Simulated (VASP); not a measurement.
Here is a VASP 6.6.1 calculation.

The input INCAR:

```
SYSTEM = TiSi2
PREC = Accurate ; ENCUT = 520
EDIFF = 1E-6 ; ISMEAR = 0
SIGMA = 0.1 ; LREAL = .False.
LASPH = .True. ; NELM = 80
ALGO = Normal ; ISIF = 2
LWAVE = .False. ; LCHARG = .False.
GGA = CA ; NBANDS = 29
```

Contents of KPOINTS:

```
regular mesh
0
Gamma
  10 10 10
  0 0 0
```

Contents of POSCAR:

```
TiSi2
1.0
    1.7850698594     -6.9180336505      0.0000000000
    1.7850698594      6.9180336505      0.0000000000
    0.0000000000      0.0000000000      3.6026490976
Ti Si
2 4
Direct
    0.8955714917      0.1044285083      0.7500000000
    0.1044285083      0.8955714917      0.2500000000
    0.5577382468      0.4422617532      0.7500000000
    0.4422617532      0.5577382468      0.2500000000
    0.2499264665      0.7500735335      0.7500000000
    0.7500735335      0.2499264665      0.2500000000
```

Potentials or basis: VASP PAW LDA potentials, release 64 (Ti_sv, Si).

The run is started by

```console
$ cat potpaw_LDA.64/Ti_sv/POTCAR potpaw_LDA.64/Si/POTCAR > POTCAR
$ mpirun -np 1 vasp_std > vasp.out
```

Task: Estimate the pressure.

Result: -10.1 GPa.

Task: What does it give for the largest force?

Result: 0.005 eV/Å.

Task: Estimate the band gap on the k mesh.

Result: Zero (band 20 reaches 10.35 eV, above the bottom of band 21 at 9.36 eV).

Forces on the atoms (eV/Å):
```
Ti   0.000 -0.004  0.000
Ti   0.000  0.004  0.000
Si   0.000  0.005  0.000
Si   0.000 -0.005  0.000
Si   0.000  0.001  0.000
Si   0.000 -0.001  0.000
```
